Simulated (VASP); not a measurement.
Ag:

```
Ag
1.0
     0.00000    2.04310    2.04310
     2.04310    0.00000    2.04310
     2.04310    2.04310    0.00000
Ag
1
Direct
  0.00000 0.00000 0.00000
```

- Program: VASP 6.6.1
- Task: relaxation of cell and atoms
- Functional: PBEsol
- Potentials or basis: VASP PAW PBE potentials, release 64 (Ag)
- Cutoff: 600 eV
- k mesh: 18 × 18 × 18
- Occupations: gaussian, width 0.1 eV
- Spin: no spin polarisation

At the start: pressure -2.8 GPa; volume 17.06 Å³/atom.

Question: Where does the relaxation end?

Answer: Over 3 steps the energy falls by 3.9 meV/atom and the volume is 16.63 Å³/atom (-2.5 %); space group Fm-3m (No. 225, to 0.05 Å).

The path:
```tsv
step	energy change (eV)	largest force (eV/Å)	pressure (GPa)	volume (Å³)
1	0.0000	0.0000	-2.83	17.06
2	-0.0017	0.0000	2.36	16.32
3	-0.0039	0.0000	0.00	16.63
```

Final structure:
```
Ag
1.0
     0.00000    2.02593    2.02593
     2.02593    0.00000    2.02593
     2.02593    2.02593    0.00000
Ag
1
Direct
  0.00000 0.00000 0.00000
```

Caveat: the PAW data sets were made with another functional, which shifts forces and pressure a little.
